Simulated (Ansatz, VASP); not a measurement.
Re in VASP and in Ansatz

INCAR

```
SYSTEM = Re
PREC = Accurate
ENCUT = 520
EDIFF = 1E-6
ISMEAR = -1
SIGMA = 0.05
LREAL = .False.
LASPH = .True.
NELM = 60
ALGO = Normal
ISIF = 2
LWAVE = .False.
LCHARG = .True.
GGA = CA
LELF = .True.
LVHAR = .True.
NBANDS = 14
```

Contents of KPOINTS:

```
regular mesh
0
Gamma
  14 14 8
  0 0 0
```

Contents of POSCAR:

```
Re
1.0
    2.6549590938      0.0000000000      0.0000000000
   -1.3274795469      2.2992620212      0.0000000000
    0.0000000000      0.0000000000      4.1620000000
Re
2
Direct
    0.3333333333      0.6666666667      0.2500000000
    0.6666666667      0.3333333333      0.7500000000
```

Input for Ansatz:

```yaml
crystal:
  lattice:
    - [2.6549590938, 0.0, 0.0]
    - [-1.3274795469, 2.2992620212, 0.0]
    - [0.0, 0.0, 4.162]
  atoms:
    - { symbol: Re, position: [0.3333333333, 0.6666666667, 0.25] }
    - { symbol: Re, position: [0.6666666667, 0.3333333333, 0.75] }
kpoints:
  mp_grid: { grid: [14, 14, 8] }
  band_path:
    path:
      - [0.0, 0.0, 0.0]
      - [0.5, 0.0, 0.0]
      - [0.3333333333, 0.3333333333, 0.0]
      - [0.0, 0.0, 0.0]
      - [0.0, 0.0, 0.5]
      - [0.5, 0.0, 0.5]
      - [0.3333333333, 0.3333333333, 0.5]
      - [0.0, 0.0, 0.5]
      - [0.5, 0.0, 0.5]
    npoints: 5
scf:
  occupations: { method: fermi_dirac, width: 0.05 }
hamiltonian:
  xc: lda
  pseudopotentials: { kind: all_electron, lapw: { basis_error: 0.00025 } }
output:
  forces: true
  stress: true
  eigenvalues: true
```

Change from the starting cell: equal xx and yy strain of +2 %.

Alike in both runs: task single point; functional LDA; k mesh 14 × 14 × 8; occupations fermi-dirac, width 0.05 eV; no spin polarisation.

|  | VASP | Ansatz |
| --- | --- | --- |
| version | VASP 6.6.1 | Ansatz 0.2.0 |
| potentials or method | VASP PAW LDA potentials, release 64 (Re), cutoff 520 eV | all-electron LAPW, scalar-relativistic |

```csv
,VASP,Ansatz,Ansatz less VASP
pressure (GPa),67.7,63.5,-4.25
"traceless stress, the component that is largest in VASP (GPa)",13.57,13.74,+0.162
```

LDA's correlation is that of Perdew and Zunger in VASP and of Perdew and Wang (1992) in Ansatz. Both programs put the cell under a high pressure, so it lies far from rest at this level. Ansatz ran all-electron here, and VASP with PAW potentials.

Neither program's run includes spin-orbit coupling. Noted on VASP's run: the cell as given lies far from equilibrium.
